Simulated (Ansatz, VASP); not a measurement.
# Two plane-wave programs on TaRu

INCAR

```
PREC = Accurate
ENCUT = 520
EDIFF = 1E-8
ISMEAR = -1
SIGMA = 0.03
LREAL = False
LASPH = True
NELM = 80
ALGO = Normal
ISIF = 2
LWAVE = False
LCHARG = False
GGA = CA
LEFG = True
NBANDS = 20
```

KPOINTS

```
Automatic mesh
0
Gamma
  13 13 13
```

File POSCAR:

```
TaRu
1.0
    3.1763410575      0.0000000000      0.0000000000
    0.0000000000      3.1763410575      0.0000000000
    0.0000000000      0.0000000000      3.1763410575
Ta Ru
1 1
Direct
    0.5000000000      0.5000000000      0.5000000000
    0.0000000000      0.0000000000      0.0000000000
```

Input for Ansatz:

```yaml
crystal:
  lattice:
    - [3.1763410575, 0.0, 0.0]
    - [0.0, 3.1763410575, 0.0]
    - [0.0, 0.0, 3.1763410575]
  atoms:
    - { symbol: Ta, position: [0.5, 0.5, 0.5] }
    - { symbol: Ru, position: [0.0, 0.0, 0.0] }
kpoints:
  mp_grid: { grid: [13, 13, 13] }
scf:
  occupations: { method: fermi_dirac, width: 0.03 }
hamiltonian:
  xc: lda
  pseudopotentials: { kind: paw }
output:
  forces: true
  stress: true
  eigenvalues: true
  efg: { contact_densities: true }
```

Change from the starting cell: volume scaled by 0.99, PAW files.

Alike in both runs: task electric field gradients; functional LDA; k mesh 13 × 13 × 13; occupations fermi-dirac, width 0.03 eV; no spin polarisation.

|  | VASP | Ansatz |
| --- | --- | --- |
| version | VASP 6.6.1 | Ansatz 0.2.0 |
| potentials or method | VASP PAW LDA potentials, release 64 (Ta_pv, Ru_pv) | PAW with Ansatz's default frozen-core files, scalar-relativistic |
| plane-wave cutoff (eV) | 520 | 420 |
| valence electrons in the cell | 25 | 29 |

|  | VASP | Ansatz | Ansatz less VASP |
| --- | --- | --- | --- |
| pressure (GPa) | -13.3 | -14.1 | -0.83 |

LDA's correlation is that of Perdew and Zunger in VASP and of Perdew and Wang (1992) in Ansatz. VASP's potentials hold 25 valence electrons a cell and Ansatz's 29, so a difference there can come from the potentials and not from the codes.

Neither program's run includes spin-orbit coupling.
